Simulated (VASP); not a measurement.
Input of a VASP 6.6.1 run:

File INCAR:

```
  ALGO = Fast
  EDIFF = 1E-7
  EDIFFG = -0.01
  ENCUT = 600
  GGA = PE
  IBRION = 2
  ISIF = 3
  ISMEAR = 0
  LASPH = T
  LCHARG = F
  LREAL = F
  LWAVE = F
  NELM = 100
  NSW = 100
  PREC = Accurate
  SIGMA = 0.1
```

The input KPOINTS:

```
k-points
0
Gamma
  8 8 8
```

File POSCAR:

```
Si4IrPd
1.0
   -2.8757649075      2.8757649075      5.7324416033
    2.8757649075     -2.8757649075      5.7324416033
    2.8757649075      2.8757649075     -5.7324416033
Si Pd Ir
8 2 2
Direct
    0.6281151597      0.6250000000      0.5031151597
    0.1218848403      0.6250000000      0.9968848403
    0.6281151597      0.1250000000      0.0031151597
    0.1218848403      0.1250000000      0.4968848403
    0.8750000000      0.3718848403      0.9968848403
    0.3750000000      0.8781151597      0.0031151597
    0.8750000000      0.8781151597      0.5031151597
    0.3750000000      0.3718848403      0.4968848403
    0.2500000000      0.7500000000      0.5000000000
    0.5000000000      0.5000000000      0.0000000000
    0.7500000000      0.2500000000      0.5000000000
    0.0000000000      0.0000000000      0.0000000000
```

Potentials or basis: VASP PAW PBE potentials, release 64 (Si, Pd, Ir).

Command:

```sh
$ cat potpaw_PBE.64/Si/POTCAR potpaw_PBE.64/Pd/POTCAR potpaw_PBE.64/Ir/POTCAR > POTCAR
$ mpirun -np 1 vasp_std > vasp.out
```

(1) What does it give for the space group after relaxing (to 0.1 Å)?

(2) Predict the band gap on the k mesh.

Answers

(1) I4_1/amd (No. 141).

(2) zero (bands 35 and 36 overlap by 2.04 eV).

Caveat: spin-orbit coupling is left out, which moves the levels of the heavy elements.
